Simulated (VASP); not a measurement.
**NiO: single point with r2SCAN**

Crystal: NiO.

```
Ni O
1.0
     0.00000    2.08833    2.08833
     2.08833    0.00000    2.08833
     2.08833    2.08833    0.00000
Ni O
1 1
Direct
  0.00000 0.00000 0.00000
  0.50000 0.50000 0.50000
```

* Program: VASP 6.6.1
* Task: single point
* Functional: r2SCAN
* Potentials or basis: VASP PAW PBE potentials, release 64 (Ni, O)
* Cutoff: 520 eV
* k mesh: 14 × 14 × 14
* Occupations: gaussian, width 0.05 eV
* Spin: collinear spin, ferromagnetic start
* Starting moments: [1.84, 0.0] μB
* Dipole correction: no
* Further INCAR settings: ALGO = Normal; EDIFF = 1e-06; NBANDS = 19

| Item | Value |
| --- | --- |
| Pressure | 2.0 GPa |
| Band gap on the k mesh | 0.71 eV (least direct gap 1.63 eV) |
| Net moment | 2.00 μB per cell |
| Site moments | Ni +1.69; O +0.28 μB |
| Valence electrons inside the program's atomic spheres | Ni 8.93; O 5.05 |

Levels at points of the mesh, in eV from the valence-band top:
Spin up:
```tsv
k point	band 7	band 8	band 9	band 10	band 11	band 12
(0.00, 0.00, 0.00)	-2.80	-2.80	-2.80	2.19	18.82	19.67
(0.50, 0.00, 0.00)	-1.83	0.00	0.00	6.35	10.94	14.89
(0.50, 0.50, 0.00)	-3.12	-2.18	-2.18	6.81	11.65	12.77
```
Spin down:
| k point | band 4 | band 5 | band 6 | band 7 | band 8 | band 9 | band 10 | band 11 |
| --- | --- | --- | --- | --- | --- | --- | --- | --- |
| (0.00, 0.00, 0.00) | -2.22 | -2.12 | -2.12 | -2.12 | 0.71 | 0.71 | 2.75 | 18.91 |
| (0.50, 0.00, 0.00) | -4.43 | -1.27 | -1.27 | -0.89 | 3.50 | 3.50 | 6.65 | 11.76 |
| (0.50, 0.50, 0.00) | -3.55 | -3.10 | -1.21 | -1.21 | 1.18 | 1.74 | 7.45 | 12.26 |

Run time: 110 s on 1 thread of Intel(R) Xeon(R) 6975P-C (Granite Rapids), with other jobs on the host, peak memory 0.2 GiB.

Caveat: the PAW data sets were made with another functional, which shifts forces and pressure a little; a cell with one magnetic atom can't hold antiferromagnetic order, which such compounds often take. A k mesh can miss the band edges.
